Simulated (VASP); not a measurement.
# HgTe (Cmcm) in VASP: settings compared

HgTe is run at these levels: PBEsol, BLYP, LDA; tasks: single point.

Program: VASP 6.6.1. These are calculated values, not measurements. Logs are shortened: lines on timing, memory, paths and dates and some standing lists are left out, and cuts for length are marked.

### 1 The cell of the first run

It takes space group Cmcm (No. 63, orthorhombic). Conventional cell: a = 5.985 Å, b = 6.934 Å, c = 5.798 Å, α = 90.00°, β = 90.00°, γ = 90.00°. Hg (site symmetry m2m) has 6 Te at 3.02 to 3.87 Å and 2 Hg at 3.63 Å within 4.0 Å. Te (site symmetry m2m) has 6 Hg at 3.02 to 3.87 Å within 4.0 Å.

### 2 Single point, PBEsol

The input, INCAR:

```
ALGO     = Normal         # electronic algorithm
EDIFF    = 1E-6           # SCF threshold, eV
ENCUT    = 520            # plane-wave cutoff, eV
GGA      = PS             # functional
ISIF     = 2              # what is computed and relaxed
ISMEAR   = -1             # smearing method
LASPH    = T              # aspherical terms in the spheres
LCHARG   = F              # write CHGCAR
LREAL    = F              # projectors in reciprocal space
LWAVE    = F              # write WAVECAR
NBANDS   = 26             # bands
NELM     = 80             # most SCF steps
PREC     = Accurate       # precision mode
SIGMA    = 0.05           # smearing width, eV
```

The input, KPOINTS:

```
k-points
0
Gamma
  6 6 4
```

The input, POSCAR:

```
HgTe
1.0
    2.9925200000     -3.4669300000      0.0000000000
    2.9925200000      3.4669300000      0.0000000000
    0.0000000000      0.0000000000      5.7981600000
Hg Te
2 2
Direct
    0.3430500000      0.6569500000      0.7500000000
    0.6569500000      0.3430500000      0.2500000000
    0.7848100000      0.2151900000      0.7500000000
    0.2151900000      0.7848100000      0.2500000000
```

Potentials or basis: VASP PAW PBE potentials, release 64 (Hg, Te).

Run with:

```
$ cat potpaw_PBE.64/Hg/POTCAR potpaw_PBE.64/Te/POTCAR > POTCAR
$ mpirun -np 1 vasp_std > vasp.out
```

OUTCAR:

```text
EDIFF = 1E-6
   ENCUT = 520
   GGA = PS
   ISIF = 2
   ISMEAR = -1
   LASPH = T
   LREAL = F
   NELM = 80
   PREC = Accurate

 ion  position               nearest neighbor table
   1  0.343  0.657  0.750-   3 3.02   3 3.02   4 3.03   4 3.03   3 3.06   2 3.63   2 3.63
   2  0.657  0.343  0.250-   4 3.02   4 3.02   3 3.03   3 3.03   4 3.06   1 3.63   1 3.63
   3  0.785  0.215  0.750-   1 3.02   1 3.02   2 3.03   2 3.03   1 3.06
   4  0.215  0.785  0.250-   2 3.02   2 3.02   1 3.03   1 3.03   2 3.06

  LATTYP: Found a base centered orthorhombic cell.
 ALAT       =     5.9850400000
 B/A-ratio  =     1.1585319396
 C/A-ratio  =     0.9687754802

  Lattice vectors:

 A1 = (   2.9925200000,  -3.4669300000,   0.0000000000)
 A2 = (   2.9925200000,   3.4669300000,   0.0000000000)
 A3 = (   0.0000000000,   0.0000000000,   5.7981600000)

Analysis of symmetry for initial positions (statically):
=====================================================================
 Subroutine PRICEL returns:
 Original cell was already a primitive cell.

 Routine SETGRP: Setting up the symmetry group for a
 base centered orthorhombic supercell.

 Subroutine GETGRP returns: Found  8 space group operations
 (whereof  4 operations were pure point group operations)
 out of a pool of  8 trial point group operations.

The static configuration has the point symmetry C_2h.
 The point group associated with its full space group is D_2h.

Analysis of symmetry for dynamics (positions and initial velocities):
=====================================================================
 Subroutine PRICEL returns:
 Original cell was already a primitive cell.

 Routine SETGRP: Setting up the symmetry group for a
 base centered orthorhombic supercell.

 Subroutine GETGRP returns: Found  8 space group operations
 (whereof  4 operations were pure point group operations)
 out of a pool of  8 trial point group operations.

The dynamic configuration has the point symmetry C_2h.
 The point group associated with its full space group is D_2h.

 Subroutine INISYM returns: Found  8 space group operations
 (whereof  4 operations are pure point group operations),
 and found     1 'primitive' translations

----------------------------------------------------------------------------------------

                                     Primitive cell

  volume of cell :     120.3102

[... 91 lines left out ...]
   NELM   =     80;   NELMIN=  2; NELMDL= -5     # of ELM steps
   EDIFF  = 0.1E-05   stopping-criterion for ELM
   LREAL  =      F    real-space projection
   EDIFFG = 0.1E-04   stopping-criterion for IOM
   NSW    =      0    number of steps for IOM
   IBRION =     -1    ionic relax: 0-MD 1-quasi-New 2-CG
   NFREE  =      0    steps in history (QN), initial steepest desc. (CG)
   ISIF   =      2    stress and relaxation
   ISYM   =      2    0-nonsym 1-usesym 2-fastsym
   POTIM  = 0.5000    time-step for ionic-motion
   TEBEG  =    0.0;   TEEND  =   0.0 temperature during run
   PSTRESS=    0.0 pullay stress
   NELECT =      36.0000    total number of electrons
   NUPDOWN=      -1.0000    fix difference up-down
   EMIN   =  10.00;   EMAX   =-10.00  energy-range for DOS
   EFERMI =   0.00;   METHOD = LEGACY
   ISMEAR =    -1;   SIGMA  =   0.05  broadening in eV -4-tet -1-fermi 0-gaus
   EFERMI_NEDOS =   21; number of points for ismear=-14 and -15
   IALGO  =     38    algorithm
   IMIX   =      4    mixing-type and parameters
     AMIX     =   0.40;   BMIX     =  1.00
     AMIX_MAG =   1.60;   BMIX_MAG =  1.00
  volume/ion in A,a.u.               =      30.08       202.97
  Fermi-wavevector in a.u.,A,eV,Ry     =   1.094985  2.069222 16.313283  1.198992
  Thomas-Fermi vector in A             =   2.231300
   LORBIT       =      0    0 simple, 1 ext, 2 COOP (PROOUT), +10 PAW based schemes
   GGA     = PS    functional components
   LHFCALC =     F    Hartree Fock is set to
   AEXX    =    0.0000 exact exchange contribution
   IVDW    =     0    specifies the selected vdW correction
   LEPSILON=     F    determine dielectric tensor
   LRPA    =     F    only Hartree local field effects (RPA)
 non-spin polarized calculation
  energy-cutoff  :      520.00
  volume of cell :      120.31
 maximum number of plane-waves:      3254
 NGX is ok and might be reduce to    36
   NGX = 17   NGY = 17   NGZ = 21

 number of electron      36.0000001 magnetization

 Free energy of the ion-electron system (eV)
  ---------------------------------------------------
  ext. energy  EPLUGINS =         0.00000000
  ---------------------------------------------------
  free energy    TOTEN  =        -8.21463234 eV

  energy without entropy =       -8.19933457  energy(sigma->0) =       -8.20698346

 E-fermi :   3.6381     XC(G=0):  -9.7507

 val. band max:        3.6168169976   @ k =   0.0000   0.0000   0.0000
 cond. band min:       3.6952458854   @ k =   0.3333   0.0000   0.2500
 fundamental gap:      0.0784288878
 Fermi energy:         3.6380648352

 k-point     1 :       0.0000    0.0000    0.0000
  band No.  band energies     occupation
      1      -8.1349      2.00000
      2      -7.0259      2.00000
      3      -3.0750      2.00000
      4      -2.9821      2.00000
      5      -2.9496      2.00000
      6      -2.8984      2.00000
[... 685 lines left out ...]
     25      11.2998      0.00000
     26      11.7425      0.00000

 [... further k-points ...]

------------------------ aborting loop because EDIFF is reached ----------------------------------------

  FORCE on cell =-STRESS in cart. coord.  units (eV):
  Direction    XX          YY          ZZ          XY          YZ          ZX
  --------------------------------------------------------------------------------------
  -------------------------------------------------------------------------------------
  Total       -2.4242497     -2.2495524     -2.5981352      0.0000000      0.0000000      0.0000000
  in kB      -32.2838713    -29.9574168    -34.5995150      0.0000000      0.0000000      0.0000000
  external PRESSURE =     -32.2802677 kB  Pullay stress =       0.0000000 kB

 VOLUME and BASIS-vectors are now :
 -----------------------------------------------------------------------------
  energy-cutoff  :      520.00
  volume of cell :      120.31
      direct lattice vectors                 reciprocal lattice vectors
     2.992520000 -3.466930000  0.000000000     0.167083261 -0.144219814  0.000000000
     2.992520000  3.466930000  0.000000000     0.167083261  0.144219814  0.000000000
     0.000000000  0.000000000  5.798160000     0.000000000  0.000000000  0.172468507

 POSITION                                       TOTAL-FORCE (eV/Angst)
 -----------------------------------------------------------------------------------
      2.99252      1.08827      4.34862         0.000000     -0.023711      0.000000
      2.99252     -1.08827      1.44954         0.000000      0.023711     -0.000000
      2.99252     -1.97483      4.34862         0.000000      0.151960      0.000000
      2.99252      1.97483      1.44954         0.000000     -0.151960      0.000000
 -----------------------------------------------------------------------------------
    total drift:                                0.000000      0.000000     -0.000000

  FREE ENERGIE OF THE ION-ELECTRON SYSTEM (eV)
  ---------------------------------------------------
  free  energy   TOTEN  =        -8.2146323408 eV

  energy  without entropy=       -8.1993345740  energy(sigma->0) =       -8.20698346
```

Wall time 2 min (1 thread of Intel Xeon 8259CL, shared host); peak memory 0.3 GiB.

Results:

```yaml
Free_energy: -8.2146 eV
Pressure: -3.2 GPa
Largest_force: 0.152 eV/Å
Band_gap_on_the_k_mesh: zero (bands 18 and 19 overlap by 2.06 eV)
```

Forces in eV/Å, atoms in the order of the input:
```
Hg   0.000 -0.024  0.000
Hg   0.000  0.024  0.000
Te   0.000  0.152  0.000
Te   0.000 -0.152  0.000
```

Caveat: the cell stands under tension; the PAW data sets were made with another functional, which shifts forces and pressure a little; spin-orbit coupling is left out, which moves the levels of the heavy elements.

### 3 Single point, BLYP

The input, INCAR:

```
SYSTEM = HgTe
PREC = Accurate
ENCUT = 520
EDIFF = 1E-6
ISMEAR = -1
SIGMA = 0.05
LREAL = .FALSE.
LASPH = .TRUE.
NELM = 80
ALGO = Normal
ISIF = 2
LWAVE = .FALSE.
LCHARG = .TRUE.
GGA = B5
ALDAX = 1.0
AGGAX = 1.0
AGGAC = 1.0
ALDAC = 0.0
LELF = .TRUE.
LVHAR = .TRUE.
NBANDS = 26
```

The input, KPOINTS:

```
regular mesh
0
G
  6 6 4
  0 0 0
```

POSCAR is that of step 2.

Potentials or basis: VASP PAW PBE potentials, release 64 (Hg, Te).

Run with:

```
$ cat potpaw_PBE.64/Hg/POTCAR potpaw_PBE.64/Te/POTCAR > POTCAR
$ mpirun -np 1 vasp_std > vasp.out
```

Run time: 2.9 min. Hardware: 1 thread of Intel Xeon 8259CL, shared host; peak memory 0.3 GiB.

It converged, with:

```yaml
Free_energy: -4.3444 eV
Pressure: 4.2 GPa
Largest_force: 0.069 eV/Å
Band_gap_on_the_k_mesh: zero (bands 18 and 19 overlap by 2.01 eV)
```

Forces in eV/Å, atoms in the order of the input:
```
Hg   0.000  0.065  0.000
Hg   0.000 -0.065  0.000
Te   0.000 -0.069  0.000
Te   0.000  0.069  0.000
```

Stress tensor (GPa, compression positive):
```
4.42 0.00 0.00
0.00 3.59 0.00
0.00 0.00 4.46
```

Levels at points of the mesh, in eV from the Fermi level:
```
           k point  band 15  band 16  band 17  band 18  band 19  band 20  band 21  band 22
(0.00, 0.00, 0.00)    -2.53    -2.38    -0.92    -0.37    -0.33    -0.05     4.44     5.27
(0.50, 0.00, 0.00)    -2.24    -1.79    -0.75    -0.43     1.52     2.53     3.09     4.68
(0.50, 0.50, 0.00)    -1.94    -1.90    -1.66    -1.66    -1.62    -1.30     3.56     5.69
(0.00, 0.00, 0.50)    -1.69    -1.69    -1.15    -1.15     1.47     1.47     4.98     4.98
(0.50, 0.00, 0.50)    -0.80    -0.80     0.30     0.30     2.08     2.08     3.98     3.98
(0.50, 0.50, 0.50)    -2.94    -2.94    -2.77    -2.77     2.09     2.09     5.71     5.71
```

Caveat: the cell stands under pressure; the PAW data sets were made with another functional, which shifts forces and pressure a little; spin-orbit coupling is left out, which moves the levels of the heavy elements.

### 4 Single point, LDA

The input, INCAR:

```
SYSTEM = HgTe
  PREC = Accurate
  ENCUT = 520
  EDIFF = 1E-6
  ISMEAR = -1
  SIGMA = 0.05
  LREAL = .False.
  LASPH = .True.
  NELM = 80
  ALGO = Normal
  ISIF = 2
  LWAVE = .False.
  LCHARG = .True.
  LELF = .True.
  LVHAR = .True.
  NBANDS = 26
```

The input, KPOINTS:

```
regular mesh
0
Gamma
  6 6 4
  0 0 0
```

POSCAR is that of step 3.

Potentials or basis: VASP PAW LDA potentials, release 64 (Hg, Te).

Run with:

```
$ cat potpaw_LDA.64/Hg/POTCAR potpaw_LDA.64/Te/POTCAR > POTCAR
$ mpirun -np 1 vasp_std > vasp.out
```

OUTCAR:

```text
SYSTEM = HgTe
   PREC = Accurate
   ENCUT = 520
   EDIFF = 1E-6
   ISMEAR = -1
   LREAL = .False.
   LASPH = .True.
   NELM = 80
   ISIF = 2

 ion  position               nearest neighbor table
   1  0.343  0.657  0.750-   3 3.02   3 3.02   4 3.03   4 3.03   3 3.06   2 3.63   2 3.63
   2  0.657  0.343  0.250-   4 3.02   4 3.02   3 3.03   3 3.03   4 3.06   1 3.63   1 3.63
   3  0.785  0.215  0.750-   1 3.02   1 3.02   2 3.03   2 3.03   1 3.06
   4  0.215  0.785  0.250-   2 3.02   2 3.02   1 3.03   1 3.03   2 3.06

  LATTYP: Found a base centered orthorhombic cell.
 ALAT       =     5.9850400000
 B/A-ratio  =     1.1585319396
 C/A-ratio  =     0.9687754802

  Lattice vectors:

 A1 = (   2.9925200000,  -3.4669300000,   0.0000000000)
 A2 = (   2.9925200000,   3.4669300000,   0.0000000000)
 A3 = (   0.0000000000,   0.0000000000,   5.7981600000)

Analysis of symmetry for initial positions (statically):
=====================================================================
 Subroutine PRICEL returns:
 Original cell was already a primitive cell.

 Routine SETGRP: Setting up the symmetry group for a
 base centered orthorhombic supercell.

[... 173 lines left out ...]

 val. band max:        3.5874710975   @ k =   0.0000   0.0000   0.0000
 cond. band min:       3.6599762520   @ k =   0.3333   0.0000   0.2500
 fundamental gap:      0.0725051545
 Fermi energy:         3.6006695943

 k-point     1 :       0.0000    0.0000    0.0000
  band No.  band energies     occupation
      1      -8.1772      2.00000
      2      -7.0801      2.00000
      3      -3.1356      2.00000
      4      -3.0417      2.00000
      5      -3.0080      2.00000
      6      -2.9550      2.00000
[... 685 lines left out ...]
     25      11.2339      0.00000
     26      11.6866      0.00000

 [... further k-points ...]

------------------------ aborting loop because EDIFF is reached ----------------------------------------

  FORCE on cell =-STRESS in cart. coord.  units (eV):
  Direction    XX          YY          ZZ          XY          YZ          ZX
  --------------------------------------------------------------------------------------
  -------------------------------------------------------------------------------------
  Total       -3.5988813     -3.2194691     -3.7429535      0.0000000      0.0000000      0.0000000
  in kB      -47.9265071    -42.8738527    -49.8451243      0.0000000      0.0000000      0.0000000
  external PRESSURE =     -46.8818280 kB  Pullay stress =       0.0000000 kB

 VOLUME and BASIS-vectors are now :
 -----------------------------------------------------------------------------
  energy-cutoff  :      520.00
  volume of cell :      120.31
      direct lattice vectors                 reciprocal lattice vectors
     2.992520000 -3.466930000  0.000000000     0.167083261 -0.144219814  0.000000000
     2.992520000  3.466930000  0.000000000     0.167083261  0.144219814  0.000000000
     0.000000000  0.000000000  5.798160000     0.000000000  0.000000000  0.172468507

 POSITION                                       TOTAL-FORCE (eV/Angst)
 -----------------------------------------------------------------------------------
      2.99252      1.08827      4.34862         0.000000     -0.032836      0.000000
      2.99252     -1.08827      1.44954         0.000000      0.032836     -0.000000
      2.99252     -1.97483      4.34862         0.000000      0.222009      0.000000
      2.99252      1.97483      1.44954         0.000000     -0.222009     -0.000000
 -----------------------------------------------------------------------------------
    total drift:                                0.000000      0.000000     -0.000000

  FREE ENERGIE OF THE ION-ELECTRON SYSTEM (eV)
  ---------------------------------------------------
  free  energy   TOTEN  =        -9.5006046010 eV

  energy  without entropy=       -9.4852423672  energy(sigma->0) =       -9.49292348
```

OSZICAR:

```text
N       E                     dE             d eps       ncg     rms          rms(c)
DAV:   1     0.230696978005E+03    0.23070E+03   -0.15832E+04  2028   0.122E+03
DAV:   2     0.184957085561E+01   -0.22885E+03   -0.21895E+03  2164   0.284E+02
DAV:   3    -0.976275177711E+01   -0.11612E+02   -0.11476E+02  2398   0.636E+01
DAV:   4    -0.990716448849E+01   -0.14441E+00   -0.14425E+00  2552   0.627E+00
DAV:   5    -0.990877240612E+01   -0.16079E-02   -0.16079E-02  2288   0.659E-01    0.926E+00
DAV:   6    -0.951889961414E+01    0.38987E+00   -0.92432E-01  2172   0.966E+00    0.725E+00
DAV:   7    -0.950602421376E+01    0.12875E-01   -0.19736E-01  2190   0.230E+00    0.264E+00
DAV:   8    -0.950109543030E+01    0.49288E-02   -0.20983E-02  2120   0.135E+00    0.457E-01
DAV:   9    -0.950061402759E+01    0.48140E-03   -0.26810E-03  2266   0.465E-01    0.758E-02
DAV:  10    -0.950060220406E+01    0.11824E-04   -0.16720E-04  2154   0.123E-01    0.470E-02
DAV:  11    -0.950061174737E+01   -0.95433E-05   -0.74315E-05  2220   0.683E-02    0.343E-02
DAV:  12    -0.950060436018E+01    0.73872E-05   -0.30056E-05  2106   0.528E-02    0.174E-02
DAV:  13    -0.950060460100E+01   -0.24082E-06   -0.25191E-06  1936   0.716E-03
   1 F= -.95006046E+01 E0= -.94929235E+01  d E =-.153622E-01
```

stdout:

```text
POSCAR found type information on POSCAR HgTe
 POSCAR found :  2 types and       4 ions
 scaLAPACK will be used
 LDA part: xc-table for (Slater(with rela. corr.)+CA(PZ))
 , standard interpolation
 POSCAR, INCAR and KPOINTS ok, starting setup
 FFT: planning ... GRIDC
 FFT: planning ... GRID_SOFT
 FFT: planning ... GRID
 WAVECAR not read
 entering main loop
```

Wall time 1.9 min (1 thread of Intel Xeon 8259CL, shared host); peak memory 0.26 GiB.

What came out:

```yaml
Free_energy: -9.5006 eV
Pressure: -4.7 GPa
Largest_force: 0.222 eV/Å
Band_gap_on_the_k_mesh: zero (bands 18 and 19 overlap by 2.05 eV)
```

Forces on the atoms (eV/Å):
```
Hg   0.000 -0.033  0.000
Hg   0.000  0.033  0.000
Te   0.000  0.222  0.000
Te   0.000 -0.222  0.000
```

Caveat: the cell stands under tension; spin-orbit coupling is left out, which moves the levels of the heavy elements.

### 5 Overview

```csv
level,potentials or basis,gap on the mesh (eV),pressure (GPa),largest force (eV/Å)
PBEsol,"VASP PAW PBE potentials, release 64 (Hg, Te)",none,-3.2,0.15
BLYP,"VASP PAW PBE potentials, release 64 (Hg, Te)",none,4.2,0.07
LDA,"VASP PAW LDA potentials, release 64 (Hg, Te)",none,-4.7,0.22
```

Alike in all rows: task single point; no spin polarisation; cell as given; k mesh 6 × 6 × 4; cutoff (eV) 520; smearing fermi-dirac 0.05 eV.

Caveats: spin-orbit coupling is left out, which moves the levels of the heavy elements; the cell stands under tension (at least some runs); the PAW data sets were made with another functional, which shifts forces and pressure a little (at least some runs); the cell stands under pressure (at least some runs).

Absolute energies hang on the potentials; compare differences alone.
